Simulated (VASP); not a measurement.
# WC (P-6m2) in VASP: further runs, part 2 of 2

VASP 6.6.1.

### Step 4. Relaxation of shape and atoms at fixed volume, PBE (9.89 Å³/atom)

This run uses another cell than the first one, of 9.89 Å³/atom.

INCAR

```
SYSTEM = WC
PREC     = Accurate       ! precision mode
ENCUT    = 600            ! plane-wave cutoff, eV
EDIFF    = 1E-6           ! SCF threshold, eV
ISMEAR   = 0              ! smearing method
SIGMA    = 0.1            ! smearing width, eV
LREAL    = .FALSE.        ! projectors in reciprocal space
LASPH    = .TRUE.         ! aspherical terms in the spheres
NELM     = 100            ! most SCF steps
ALGO     = Normal         ! electronic algorithm
ISIF     = 4              ! what is computed and relaxed
LWAVE    = .FALSE.        ! write WAVECAR
LCHARG   = .FALSE.        ! write CHGCAR
GGA      = PE             ! functional
IBRION   = 2              ! ionic algorithm
NSW      = 50             ! ionic steps
EDIFFG   = -0.01          ! ionic threshold
```

KPOINTS

```
regular mesh
0
G
  18 18 14
  0 0 0
```

POSCAR

```
WC
1.0
    2.8595824615      0.0000000000      0.0000000000
   -1.4297912308      2.4764710559      0.0000000000
    0.0000000000      0.0000000000      2.7937212065
W C
1 1
Direct
    0.0000000000      0.0000000000      0.0000000000
    0.6666666667      0.3333333333      0.5000000000
```

Potentials or basis: VASP PAW PBE potentials, release 64 (W_sv, C).

Run with:

```console
$ cat potpaw_PBE.64/W_sv/POTCAR potpaw_PBE.64/C/POTCAR > POTCAR
$ mpirun -np 1 vasp_std > vasp.out
```

OUTCAR:

```text
SYSTEM = WC
   PREC = Accurate
   ENCUT = 600
   EDIFF = 1E-6
   ISMEAR = 0
   LREAL = .FALSE.
   LASPH = .TRUE.
   NELM = 100
   ISIF = 4
   GGA = PE
   IBRION = 2
   NSW = 50
   EDIFFG = -0.01

 ion  position               nearest neighbor table
   1  0.000  0.000  0.000-   2 2.16   2 2.16   2 2.16   2 2.16   2 2.16   2 2.16
   2  0.667  0.333  0.500-   1 2.16   1 2.16   1 2.16   1 2.16   1 2.16   1 2.16

  LATTYP: Found a hexagonal cell.
 ALAT       =     2.8595824615
 C/A-ratio  =     0.9769682267

  Lattice vectors:

 A1 = (   2.8595824615,   0.0000000000,   0.0000000000)
 A2 = (  -1.4297912308,   2.4764710559,   0.0000000000)
 A3 = (   0.0000000000,   0.0000000000,   2.7937212065)

Analysis of symmetry for initial positions (statically):
=====================================================================
 Subroutine PRICEL returns:
 Original cell was already a primitive cell.

 Routine SETGRP: Setting up the symmetry group for a
 hexagonal supercell.

 Subroutine GETGRP returns: Found 12 space group operations
 (whereof 12 operations were pure point group operations)
 out of a pool of 24 trial point group operations.

The static configuration has the point symmetry D_3h.

Analysis of symmetry for dynamics (positions and initial velocities):
=====================================================================
 Subroutine PRICEL returns:
 Original cell was already a primitive cell.
[... 233 lines left out ...]
  ---------------------------------------------------
  ext. energy  EPLUGINS =         0.00000000
  ---------------------------------------------------
  free energy    TOTEN  =       -22.33958793 eV

  energy without entropy =      -22.33847617  energy(sigma->0) =      -22.33903205

 E-fermi :  11.7860     XC(G=0): -14.0687

 val. band max:       11.7695313718   @ k =   0.4444   0.0000   0.4286
 cond. band min:      11.7887126511   @ k =   0.3333   0.2222   0.0000
 fundamental gap:      0.0191812794
 Fermi energy:        11.7859883619

 k-point     1 :       0.0000    0.0000    0.0000
  band No.  band energies     occupation
      1     -62.1280      2.00000
      2     -26.1149      2.00000
      3     -25.9823      2.00000
      4     -25.9823      2.00000
      5      -3.0439      2.00000
      6       7.1767      2.00000
      7       8.2659      2.00000
      8       8.2659      2.00000
      9      11.8343      0.49449
     10      15.2328      0.00000
     11      15.2328      0.00000
     12      17.6536      0.00000
     13      17.6536      0.00000
[... 354 lines left out ...]
  band No.  band energies     occupation
      1     -62.0538      2.00000
      2     -26.8960      2.00000
      3     -26.2759      2.00000
      4     -25.9785      2.00000
      5       0.5139      2.00000
      6       4.6764      2.00000
      7       7.9670      2.00000
      8       8.0107      2.00000
      9      11.2628      2.00000
     10      13.6797      0.00000
     11      15.5613      0.00000
     12      16.9479      0.00000
     13      19.6608      0.00000

 [... further k-points ...]

------------------------ aborting loop because EDIFF is reached ----------------------------------------

  FORCE on cell =-STRESS in cart. coord.  units (eV):
  Direction    XX          YY          ZZ          XY          YZ          ZX
  --------------------------------------------------------------------------------------
  -------------------------------------------------------------------------------------
  Total        3.4970522      3.4970522      3.5048973     -0.0000000     -0.0000000      0.0000000
  in kB      283.2003312    283.2003312    283.8356412     -0.0000000     -0.0000000      0.0000000
  external PRESSURE =     283.4121012 kB  Pullay stress =       0.0000000 kB
[... 17 lines left out ...]
  FREE ENERGIE OF THE ION-ELECTRON SYSTEM (eV)
  ---------------------------------------------------
  free  energy   TOTEN  =       -22.3395879298 eV

  energy  without entropy=      -22.3384761656  energy(sigma->0) =      -22.33903205

 reached required accuracy - stopping structural energy minimisation
```

OSZICAR:

```text
N       E                     dE             d eps       ncg     rms          rms(c)
DAV:   1     0.120124440411E+03    0.12012E+03   -0.10654E+04  7696   0.172E+03
DAV:   2    -0.211155532269E+02   -0.14124E+03   -0.13754E+03  8756   0.410E+02
DAV:   3    -0.253544221011E+02   -0.42389E+01   -0.42014E+01  9264   0.645E+01
[... 21 lines left out ...]
DAV:   2    -0.223400739321E+02    0.13489E-02   -0.27967E-03  8131   0.536E-01    0.114E-01
DAV:   3    -0.223395940047E+02    0.47993E-03   -0.95086E-04  8271   0.289E-01    0.372E-02
DAV:   4    -0.223395891026E+02    0.49021E-05   -0.40304E-05  8381   0.630E-02    0.179E-02
DAV:   5    -0.223395880354E+02    0.10671E-05   -0.31557E-06  8016   0.180E-02    0.335E-03
DAV:   6    -0.223395879298E+02    0.10563E-06   -0.36005E-07  3868   0.648E-03
   3 F= -.22339588E+02 E0= -.22339032E+02  d E =-.304431E-03
```

CONTCAR:

```text
WC
   1.00000000000000
     2.8567813300457305   -0.0000000000019021   -0.0000000000000000
    -1.4283906650744636    2.4740452049038084    0.0000000000000000
     0.0000000000000000   -0.0000000000000000    2.7992024919105098
  W               C
     1     1
Direct
     0.0000000000000000    0.0000000000000000    0.0000000000000000
     0.6666666667000030    0.3333333332999970    0.5000000000000000

  0.00000000E+00  0.00000000E+00  0.00000000E+00
  0.00000000E+00  0.00000000E+00  0.00000000E+00
```

It took 85 s on 1 thread of Intel Xeon Platinum 8259CL at 2.50GHz (Skylake/Cascade Lake), shared host; peak memory 0.22 GiB.

Results:

* Free energy: -22.3396 eV
* Energy gained by relaxing: 0.2 meV/atom
* Ionic steps: 3
* Pressure after relaxing: 28.3 GPa
* Band gap on the k mesh: zero (bands 9 and 10 overlap by 1.28 eV)

Step by step:
| step | energy change (eV) | largest force (eV/Å) | pressure (GPa) | volume (Å³) |
| --- | --- | --- | --- | --- |
| 1 | 0.0000 | 0.0000 | 28.48 | 19.78 |
| 2 | 0.0004 | 0.0000 | 28.17 | 19.78 |
| 3 | -0.0003 | 0.0000 | 28.34 | 19.78 |

Final structure:
```
CELL_PARAMETERS angstrom
2.85678 0.00000 0.00000
-1.42839 2.47405 0.00000
0.00000 0.00000 2.79920
ATOMIC_POSITIONS crystal
W 0.00000 0.00000 0.00000
C 0.66667 0.33333 0.50000
```

Levels at points of the mesh, in eV from the Fermi level:
```tsv
k point	band 5	band 6	band 7	band 8	band 9	band 10	band 11	band 12	band 13
(0.00, 0.00, 0.00)	-14.83	-4.61	-3.52	-3.52	0.05	3.45	3.45	5.87	5.87
(0.50, 0.00, 0.00)	-11.32	-7.26	-3.89	-3.81	-0.47	2.47	4.85	5.25	7.12
(0.00, 0.00, 0.50)	-10.53	-8.98	-2.11	-2.11	-0.66	-0.66	3.79	4.66	4.66
(0.50, 0.00, 0.50)	-11.65	-6.77	-4.55	-4.32	0.37	4.77	5.66	7.07	9.69
```

Caveat: spin-orbit coupling is left out, which moves the levels of the heavy elements.

### Step 5. Relaxation of shape and atoms at fixed volume, PBE (10.21 Å³/atom)

This run uses another cell than the first one, of 10.21 Å³/atom.

INCAR

```
ALGO = Normal ; EDIFF = 1E-7
EDIFFG = -0.01 ; ENCUT = 600
GGA = PE ; IBRION = 2
ISIF = 4 ; ISMEAR = 0
LASPH = True ; LCHARG = False
LREAL = False ; LWAVE = False
NELM = 100 ; NSW = 50
PREC = Accurate ; SIGMA = 0.1
```

KPOINTS

```
k-points
0
Gamma
  18 18 14
```

POSCAR

```
WC
1.0
    2.8921649794      0.0000000000      0.0000000000
   -1.4460824897      2.5046883441      0.0000000000
    0.0000000000      0.0000000000      2.8182925239
W C
1 1
Direct
    0.0000000000      0.0000000000      0.0000000000
    0.6666666667      0.3333333333      0.5000000000
```

Run with:

```console
$ cat potpaw_PBE.64/W_sv/POTCAR potpaw_PBE.64/C/POTCAR > POTCAR
$ mpirun -np 1 vasp_std > vasp.out
```

Wall time 88 s (1 thread of Intel Xeon Platinum 8259CL at 2.50GHz (Skylake/Cascade Lake), shared host); peak memory 0.23 GiB.

The run converged. Its results:

| Quantity | Value |
| --- | --- |
| Free energy | -22.4221 eV |
| Energy gained by relaxing | 0.1 meV/atom |
| Ionic steps | 3 |
| Pressure after relaxing | 13.6 GPa |
| Band gap on the k mesh | zero (bands 9 and 10 overlap by 1.23 eV) |

The path:
| step | energy change (eV) | largest force (eV/Å) | pressure (GPa) | volume (Å³) |
| --- | --- | --- | --- | --- |
| 1 | 0.0000 | 0.0000 | 13.71 | 20.42 |
| 2 | 0.0002 | 0.0000 | 13.42 | 20.42 |
| 3 | -0.0003 | 0.0000 | 13.59 | 20.42 |

Final structure:
```cif
data_structure
_symmetry_space_group_name_H-M 'P 1'
_symmetry_Int_Tables_number 1
_cell_length_a 2.8893
_cell_length_b 2.8893
_cell_length_c 2.8239
_cell_angle_alpha 90.000
_cell_angle_beta 90.000
_cell_angle_gamma 120.000
_cell_volume 20.42
loop_
_atom_site_label
_atom_site_type_symbol
_atom_site_fract_x
_atom_site_fract_y
_atom_site_fract_z
_atom_site_occupancy
W1 W 0.00000 0.00000 0.00000 1
C1 C 0.66667 0.33333 0.50000 1
```

Levels at points of the mesh, in eV from the Fermi level:
```csv
k point,band 5,band 6,band 7,band 8,band 9,band 10,band 11,band 12,band 13
"(0.00, 0.00, 0.00)",-14.57,-4.41,-3.39,-3.39,0.08,3.31,3.31,5.71,5.71
"(0.50, 0.00, 0.00)",-11.17,-7.10,-3.70,-3.65,-0.46,2.39,4.64,5.02,6.95
"(0.00, 0.00, 0.50)",-10.45,-8.76,-2.04,-2.04,-0.60,-0.60,3.71,4.58,4.58
"(0.50, 0.00, 0.50)",-11.41,-6.56,-4.39,-4.23,0.31,4.55,5.43,6.79,9.36
```

Caveat: spin-orbit coupling is left out, which moves the levels of the heavy elements.

### Step 6. Overview

| task | cell | cutoff (eV) | gap on the mesh (eV) | pressure (GPa) |
| --- | --- | --- | --- | --- |
| single point | a = 2.953, b = 2.953, c = 2.870 Å, angles 90.0, 90.0, 120.0°, 2 atoms | 520 | none | -9.7 |
| single point | a = 2.984, b = 2.984, c = 2.893 Å, angles 90.0, 90.0, 120.0°, 2 atoms | 520 | none | -18.8 |
| relaxation of shape and atoms at fixed volume | relaxed from a = 2.860, b = 2.860, c = 2.794 Å, angles 90.0, 90.0, 120.0°, 2 atoms | 600 | none | 28.3 |
| relaxation of shape and atoms at fixed volume | relaxed from a = 2.892, b = 2.892, c = 2.818 Å, angles 90.0, 90.0, 120.0°, 2 atoms | 600 | none | 13.6 |

Alike in all rows: level PBE; potentials or basis VASP PAW PBE potentials, release 64 (W_sv, C); no spin polarisation; k mesh 18 × 18 × 14; smearing gaussian 0.1 eV.

Caveats: spin-orbit coupling is left out, which moves the levels of the heavy elements; the cell stands under tension (at least some runs).

Absolute energies hang on the potentials; compare differences alone.

The gap in the log of VASP goes by the Fermi energy; the results here count the filled bands.